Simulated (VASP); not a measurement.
# C (C2/m) in VASP: settings compared

C is run at these levels: r2SCANh, PBEsol-based screened hybrid with 25 % exact exchange, HF; tasks: single point.

Program: VASP 6.6.1. These are calculated values, not measurements. Logs are shortened: lines on timing, memory, paths and dates and some standing lists are left out, and cuts for length are marked.

### Step 1. The cell of the first run

It takes space group C2/m (No. 12, monoclinic). The conventional cell has a = 4.255 Å, b = 2.457 Å, c = 3.765 Å, α = 90.00°, β = 111.49°, γ = 90.00°. Within 1.9 Å of C (site symmetry m) lie 3 C at 1.42 Å.

### Step 2. Single point, r2SCANh

Input file POSCAR:

```
C
1.0
    2.1273203072     -1.2282824400      0.0000000000
    2.1273203072      1.2282824400      0.0000000000
   -1.3790696309      0.0000000000      3.5028300786
C
2
Direct
    0.1666444700      0.1666444700      0.9999069600
    0.8333555300      0.8333555300      0.0000930400
```

Input file INCAR.step1:

```
SYSTEM = C
PREC     = Accurate       ! precision mode
ENCUT    = 520            ! plane-wave cutoff, eV
EDIFF    = 1E-5           ! SCF threshold, eV
ISMEAR   = -1             ! smearing method
SIGMA    = 0.05           ! smearing width, eV
LREAL    = .FALSE.        ! projectors in reciprocal space
LASPH    = .TRUE.         ! aspherical terms in the spheres
NELM     = 100            ! most SCF steps
ALGO     = Normal         ! electronic algorithm
ISIF     = 2              ! what is computed and relaxed
LWAVE    = .TRUE.         ! write WAVECAR
GGA      = PE             ! functional
NBANDS   = 11             ! bands
```

Input file INCAR.step2:

```
SYSTEM = C
PREC     = Accurate       ! precision mode
ENCUT    = 520            ! plane-wave cutoff, eV
EDIFF    = 1E-6           ! SCF threshold, eV
ISMEAR   = -1             ! smearing method
SIGMA    = 0.05           ! smearing width, eV
LREAL    = .FALSE.        ! projectors in reciprocal space
LASPH    = .TRUE.         ! aspherical terms in the spheres
NELM     = 100            ! most SCF steps
ALGO     = Normal         ! electronic algorithm
ISIF     = 2              ! what is computed and relaxed
LWAVE    = .FALSE.        ! write WAVECAR
LCHARG   = .TRUE.         ! write CHGCAR
METAGGA  = R2SCAN         ! meta-GGA
LHFCALC  = .TRUE.         ! exact exchange
AEXX     = 0.1            ! exact-exchange fraction
LMIXTAU  = .TRUE.       
PRECFOCK = Normal       
LELF     = .TRUE.         ! ELF
LVHAR    = .TRUE.       
ISTART   = 1            
NBANDS   = 11             ! bands
```

Input file KPOINTS:

```
Automatic mesh
0
G
  7 7 4
  0 0 0
```

Potentials or basis: VASP PAW PBE potentials, release 64 (C).

On the command line:

```
$ cat potpaw_PBE.64/C/POTCAR > POTCAR
$ cp INCAR.step1 INCAR
$ mpirun -np 1 vasp_std > vasp.out
$ cp INCAR.step2 INCAR
$ mpirun -np 1 vasp_std > vasp.out
```

OUTCAR:

```text
SYSTEM = C
   PREC = Accurate
   ENCUT = 520
   EDIFF = 1E-6
   ISMEAR = -1
   LREAL = .FALSE.
   LASPH = .TRUE.
   NELM = 100
   ISIF = 2
   METAGGA = R2SCAN
   LHFCALC = .TRUE.
   AEXX = 0.1
   PRECFOCK = Normal
   ISTART = 1

 ion  position               nearest neighbor table
   1  0.167  0.167  1.000-   2 1.42   2 1.42   2 1.42
   2  0.833  0.833  0.000-   1 1.42   1 1.42   1 1.42

  LATTYP: Found a base centered monoclinic cell.
 ALAT       =     4.2546406144
 B/A-ratio  =     0.5773848141
 C/A-ratio  =     0.8848045598
 COS(beta)  =    -0.3663329314

  Lattice vectors:

 A1 = (   2.1273203072,  -1.2282824400,   0.0000000000)
 A2 = (   2.1273203072,   1.2282824400,   0.0000000000)
 A3 = (  -1.3790696309,   0.0000000000,   3.5028300786)

Analysis of symmetry for initial positions (statically):
=====================================================================
 Subroutine PRICEL returns:
 Original cell was already a primitive cell.

 Routine SETGRP: Setting up the symmetry group for a
 base centered monoclinic supercell.

 Subroutine GETGRP returns: Found  4 space group operations
 (whereof  4 operations were pure point group operations)
 out of a pool of  4 trial point group operations.

The static configuration has the point symmetry C_2h.

Analysis of symmetry for dynamics (positions and initial velocities):
=====================================================================
 Subroutine PRICEL returns:
 Original cell was already a primitive cell.

 Routine SETGRP: Setting up the symmetry group for a
 base centered monoclinic supercell.

 Subroutine GETGRP returns: Found  4 space group operations
 (whereof  4 operations were pure point group operations)
 out of a pool of  4 trial point group operations.

The dynamic configuration has the point symmetry C_2h.

 Subroutine INISYM returns: Found  4 space group operations
 (whereof  4 operations are pure point group operations),
 and found     1 'primitive' translations

----------------------------------------------------------------------------------------

                                     Primitive cell

  volume of cell :      18.3054

  direct lattice vectors                    reciprocal lattice vectors
     2.127320307 -1.228282440  0.000000000     0.235037478 -0.407072497  0.092534619
     2.127320307  1.228282440  0.000000000     0.235037478  0.407072497  0.092534619
    -1.379069631  0.000000000  3.502830079     0.000000000  0.000000000  0.285483446

  length of vectors
     2.456454649  2.456454649  3.764525416     0.479075453  0.479075453  0.285483446

  position of ions in fractional coordinates (direct lattice)
     0.166644470  0.166644470  0.999906960
     0.833355530  0.833355530  0.000093040

  ion indices of the primitive-cell ions
   primitive index   ion index
                 1           1
                 2           2

----------------------------------------------------------------------------------------

 KPOINTS: Automatic mesh

Automatic generation of k-mesh.
 Grid dimensions read from file:
 generate k-points for:    7    7    4

 Generating k-lattice:

  Cartesian coordinates                     Fractional coordinates (reciprocal lattice)
     0.033576783 -0.058153214  0.013219231     0.142857143 -0.000000000  0.000000000
     0.033576783  0.058153214  0.013219231    -0.000000000  0.142857143  0.000000000
     0.000000000  0.000000000  0.071370861     0.000000000  0.000000000  0.250000000

  Length of vectors
     0.068439350  0.068439350  0.071370861

  Shift w.r.t. Gamma in fractional coordinates (k-lattice)
     0.000000000  0.000000000  0.000000000

 Subroutine IBZKPT returns following result:
 ===========================================

 Found     60 irreducible k-points:

 Following reciprocal coordinates:
            Coordinates               Weight
  0.000000  0.000000  0.000000      1.000000
  0.142857 -0.000000 -0.000000      4.000000
  0.285714 -0.000000  0.000000      4.000000
  0.428571 -0.000000 -0.000000      4.000000
  0.142857  0.142857 -0.000000      2.000000
  0.285714  0.142857 -0.000000      4.000000
[... 16 lines left out ...]
 -0.142857  0.000000  0.250000      4.000000
  0.142857  0.142857  0.250000      2.000000
 [... further k-points ...]
   k-points           NKPTS =     60   k-points in BZ     NKDIM =    196   number of bands    NBANDS=     11
   number of dos      NEDOS =    301   number of ions     NIONS =      2
   total plane-waves  NPLWV =   9072
   dimension x,y,z NGX =    18 NGY =   18 NGZ =   28
   dimension x,y,z NGXF=    36 NGYF=   36 NGZF=   56
   ions per type =               2
   NGX,Y,Z   is equivalent  to a cutoff of  12.18, 12.18, 12.37 a.u.
   NGXF,Y,Z  is equivalent  to a cutoff of  24.36, 24.36, 24.73 a.u.
 SYSTEM =  C
   PREC   = accura    normal or accurate (medium, high low for compatibility)
   ISTART =      1    job   : 0-new  1-cont  2-samecut
   ICHARG =      0    charge: 1-file 2-atom 10-const
[... 66 lines left out ...]
 fundamental gap:      2.9051540143
 Fermi energy:         4.0341893465

 k-point     1 :       0.0000    0.0000    0.0000
  band No.  band energies     occupation
      1     -17.6316      2.00000
      2      -3.5293      2.00000
      3       0.5986      2.00000
      4       0.6022      2.00000
      5       8.6058      0.00000
      6      13.5225      0.00000
      7      13.5250      0.00000
      8      17.4175      0.00000
      9      18.2227      0.00000
     10      28.7604      0.00000
     11      30.1834      0.00000

 k-point     2 :       0.1429   -0.0000   -0.0000
  band No.  band energies     occupation
      1     -17.0988      2.00000
      2      -2.9553      2.00000
      3      -1.3399      2.00000
      4      -0.3619      2.00000
      5       9.3287      0.00000
      6      13.6318      0.00000
      7      15.5875      0.00000
      8      15.6205      0.00000
      9      19.2408      0.00000
     10      27.7730      0.00000
     11      30.2501      0.00000

 k-point     3 :       0.2857   -0.0000    0.0000
  band No.  band energies     occupation
      1     -15.5210      2.00000
      2      -5.2949      2.00000
      3      -1.9695      2.00000
      4      -1.2771      2.00000
      5      11.3190      0.00000
      6      11.7118      0.00000
      7      13.2214      0.00000
      8      20.4016      0.00000
      9      21.3261      0.00000
     10      24.3908      0.00000
     11      27.4793      0.00000

 k-point     4 :       0.4286   -0.0000   -0.0000
  band No.  band energies     occupation
      1     -13.0035      2.00000
      2      -9.2973      2.00000
      3      -2.9614      2.00000
      4       1.1189      2.00000
      5       7.5814      0.00000
      6      12.7186      0.00000
      7      14.9436      0.00000
      8      19.0332      0.00000
      9      23.9240      0.00000
     10      25.3188      0.00000
     11      26.0107      0.00000

 k-point     5 :       0.1429    0.1429   -0.0000
  band No.  band energies     occupation
      1     -17.0864      2.00000
      2      -3.0743      2.00000
      3      -1.3250      2.00000
      4      -0.3744      2.00000
      5       9.6100      0.00000
      6      13.5966      0.00000
      7      15.5415      0.00000
      8      15.6202      0.00000
      9      19.2829      0.00000
     10      27.3891      0.00000
     11      30.2632      0.00000
[... 211 lines left out ...]
 k-point    21 :      -0.4286    0.0000    0.2500
  band No.  band energies     occupation
      1     -13.0096      2.00000
      2      -9.2196      2.00000
      3      -2.9828      2.00000
      4       1.0767      2.00000
      5       7.0166      0.00000
      6      12.5434      0.00000
      7      14.7101      0.00000
      8      20.7800      0.00000
      9      25.0239      0.00000
     10      25.3119      0.00000
     11      27.4045      0.00000

 k-point    22 :      -0.2857    0.0000    0.2500
  band No.  band energies     occupation
      1     -15.4941      2.00000
      2      -5.2510      2.00000
      3      -1.9924      2.00000
      4      -1.5284      2.00000
      5      11.1486      0.00000
      6      12.1302      0.00000
      7      13.1259      0.00000
      8      20.3956      0.00000
      9      22.1897      0.00000
     10      23.6599      0.00000
     11      29.2754      0.00000

 k-point    23 :      -0.1429    0.0000    0.2500
  band No.  band energies     occupation
      1     -17.0302      2.00000
      2      -3.5687      2.00000
      3      -1.3274      2.00000
      4      -0.3800      2.00000
      5      10.9195      0.00000
      6      13.5753      0.00000
      7      15.5813      0.00000
      8      15.6132      0.00000
      9      19.2532      0.00000
     10      26.7433      0.00000
     11      30.1876      0.00000

 k-point    24 :       0.1429    0.1429    0.2500
  band No.  band energies     occupation
      1     -16.9417      2.00000
      2      -4.2336      2.00000
      3      -1.3399      2.00000
      4      -0.3868      2.00000
      5      13.2084      0.00000
      6      13.6409      0.00000
      7      15.5991      0.00000
      8      15.7274      0.00000
      9      19.1540      0.00000
     10      24.3751      0.00000
     11      29.4531      0.00000

 [... further k-points ...]
[... 5 lines left out ...]
  --------------------------------------------------------------------------------------
  -------------------------------------------------------------------------------------
  Total       -0.2396092     -0.2492924      0.0149129      0.0000000      0.0000000     -0.0046206
  in kB      -20.9717146    -21.8192271      1.3052483      0.0000000      0.0000000     -0.4044130
  external PRESSURE =     -13.8285645 kB  Pullay stress =       0.0000000 kB

 VOLUME and BASIS-vectors are now :
 -----------------------------------------------------------------------------
  energy-cutoff  :      520.00
  volume of cell :       18.31
      direct lattice vectors                 reciprocal lattice vectors
     2.127320307 -1.228282440  0.000000000     0.235037478 -0.407072497  0.092534619
     2.127320307  1.228282440  0.000000000     0.235037478  0.407072497  0.092534619
    -1.379069631  0.000000000  3.502830079     0.000000000  0.000000000  0.285483446

 POSITION                                       TOTAL-FORCE (eV/Angst)
 -----------------------------------------------------------------------------------
     -0.66993      0.00000      3.50250        -0.002148      0.000000      0.014060
      3.54550      0.00000      0.00033         0.002148      0.000000     -0.014060
 -----------------------------------------------------------------------------------
    total drift:                               -0.000000      0.000000     -0.000000

  FREE ENERGIE OF THE ION-ELECTRON SYSTEM (eV)
  ---------------------------------------------------
  free  energy   TOTEN  =       -21.2521526127 eV

  energy  without entropy=      -21.2521526127  energy(sigma->0) =      -21.25215261
```

Run time: 9.1 min. Hardware: 1 thread of Oxide Virtual Turin-like, shared host; peak memory 0.1 GiB.

What came out:

- Free energy: -21.2522 eV
- Pressure: -1.4 GPa
- Largest force: 0.014 eV/Å

Forces on the atoms (eV/Å):
```
C   -0.002  0.000  0.014
C    0.002  0.000 -0.014
```

Stress tensor (GPa, compression positive):
```
-2.10  0.00 -0.04
 0.00 -2.18  0.00
-0.04  0.00  0.13
```

Caveat: the k points lie up to 0.45 Å⁻¹ apart; the PAW data sets were made with another functional, which shifts forces and pressure a little.

### Step 3. Single point, PBEsol-based screened hybrid with 25 % exact exchange

This run uses another cell than the first one, of 9.44 Å³/atom.

Input file POSCAR:

```
C
1.0
    2.1164959859     -1.2219649214     -0.0094797894
    2.1164959859      1.2219649214     -0.0094797894
   -1.3876619423      0.0000000000      3.6564784402
C
2
Direct
    0.1666652415      0.1666652415      0.9999949349
    0.8333347585      0.8333347585      0.0000050651
```

Input file INCAR.step1:

```
PREC     = Accurate       # precision mode
ENCUT    = 520            # plane-wave cutoff, eV
EDIFF    = 1E-5           # SCF threshold, eV
ISMEAR   = -1             # smearing method
SIGMA    = 0.05           # smearing width, eV
LREAL    = F              # projectors in reciprocal space
LASPH    = T              # aspherical terms in the spheres
NELM     = 80             # most SCF steps
ALGO     = Normal         # electronic algorithm
ISIF     = 2              # what is computed and relaxed
LWAVE    = T              # write WAVECAR
LCHARG   = F              # write CHGCAR
GGA      = PE             # functional
NBANDS   = 11             # bands
```

Input file INCAR.step2:

```
PREC     = Accurate       # precision mode
ENCUT    = 520            # plane-wave cutoff, eV
EDIFF    = 1E-6           # SCF threshold, eV
ISMEAR   = -1             # smearing method
SIGMA    = 0.05           # smearing width, eV
LREAL    = F              # projectors in reciprocal space
LASPH    = T              # aspherical terms in the spheres
NELM     = 80             # most SCF steps
ALGO     = Normal         # electronic algorithm
ISIF     = 2              # what is computed and relaxed
LWAVE    = F              # write WAVECAR
LCHARG   = F              # write CHGCAR
GGA      = PS             # functional
LHFCALC  = T              # exact exchange
AEXX     = 0.25           # exact-exchange fraction
HFSCREEN = 0.207          # screening, 1/A
PRECFOCK = Normal       
ISTART   = 1            
NBANDS   = 11             # bands
```

Input file KPOINTS:

```
regular mesh
0
Gamma
  7 7 4
```

Potentials or basis: VASP PAW PBE potentials, release 64 (C).

On the command line:

```
$ cat potpaw_PBE.64/C/POTCAR > POTCAR
$ cp INCAR.step1 INCAR
$ mpirun -np 1 vasp_std > vasp.out
$ cp INCAR.step2 INCAR
$ mpirun -np 1 vasp_std > vasp.out
```

Wall time 9.7 min (1 thread of Oxide Virtual Turin-like, shared host); peak memory 0.2 GiB.

The run converged. Its results:

```
Free energy : -21.7946 eV
Pressure    : 0.7 GPa
```

Stress tensor (GPa, compression positive):
```
 1.09  0.00 -0.01
 0.00  1.09  0.00
-0.01  0.00 -0.10
```

Caveat: the k points lie up to 0.43 Å⁻¹ apart; this functional lacks dispersion, which binds layers or chains, so the pressure and a relaxed spacing across them are unreliable; the PAW data sets were made with another functional, which shifts forces and pressure a little.

### Step 4. Single point, HF

This run uses another cell than the first one, of 12.37 Å³/atom.

Input file POSCAR:

```
C
1.0
    2.1146313125     -1.2208869198     -0.0055917926
    2.1146313125      1.2208869198     -0.0055917926
   -1.3800511907      0.0000000000      4.7933756791
C
2
Direct
    0.1666692322      0.1666692322      1.0000064210
    0.8333307678      0.8333307678     -0.0000064210
```

Input file INCAR.step1:

```
PREC = Accurate
ENCUT = 520
EDIFF = 1E-5
ISMEAR = -1
SIGMA = 0.05
LREAL = False
LASPH = True
NELM = 80
ALGO = Normal
ISIF = 2
LWAVE = True
LCHARG = False
NBANDS = 11
GGA = PE
```

Input file INCAR.step2:

```
PREC = Accurate
ENCUT = 520
EDIFF = 1E-7
ISMEAR = -1
SIGMA = 0.05
LREAL = False
LASPH = True
NELM = 80
ALGO = Normal
ISIF = 2
LWAVE = False
LCHARG = False
GGA = PE
LHFCALC = True
AEXX = 1.0
ALDAC = 0.0
AGGAC = 0.0
PRECFOCK = Normal
NBANDS = 11
ISTART = 1
```

KPOINTS is that of step 3.

On the command line:

```
$ cat potpaw_PBE.64/C/POTCAR > POTCAR
$ cp INCAR.step1 INCAR
$ mpirun -np 1 vasp_std > vasp.out
$ cp INCAR.step2 INCAR
$ mpirun -np 1 vasp_std > vasp.out
```

Run time: 15 min. Hardware: 1 thread of Oxide Virtual Turin-like, shared host; peak memory 0.11 GiB.

The run converged. Its results:

```
Free energy : -30.9700 eV
Pressure    : 0.5 GPa
```

Stress tensor (GPa, compression positive):
```
 0.88  0.00 -0.01
 0.00  0.87  0.00
-0.01  0.00 -0.24
```

Caveat: the k points lie up to 0.43 Å⁻¹ apart; the PAW data sets were made with another functional, which shifts forces and pressure a little.

### Step 5. Summary

| level | cell | share of exact exchange | screening parameter | pressure (GPa) |
| --- | --- | --- | --- | --- |
| r2SCANh | a = 2.456, b = 2.456, c = 3.765 Å, angles 108.5, 108.5, 60.0°, 2 atoms, atomic positions A | 0.1 | - | -1.4 |
| PBEsol-based screened hybrid with 25 % exact exchange | a = 2.444, b = 2.444, c = 3.911 Å, angles 108.1, 108.1, 60.0°, 2 atoms, atomic positions B | 0.25 | 0.207 1/Å | 0.7 |
| HF | a = 2.442, b = 2.442, c = 4.988 Å, angles 104.0, 104.0, 60.0°, 2 atoms, atomic positions B | 1 | - | 0.5 |

Alike in all rows: task single point; potentials or basis VASP PAW PBE potentials, release 64 (C); no spin polarisation; k mesh 7 × 7 × 4; cutoff (eV) 520; smearing fermi-dirac 0.05 eV.

Caveats: all runs use coarse meshes; the PAW data sets were made with another functional, which shifts forces and pressure a little; this functional lacks dispersion, which binds layers or chains, so the pressure and a relaxed spacing across them are unreliable (at least some runs).

Absolute energies hang on the potentials; compare differences alone.
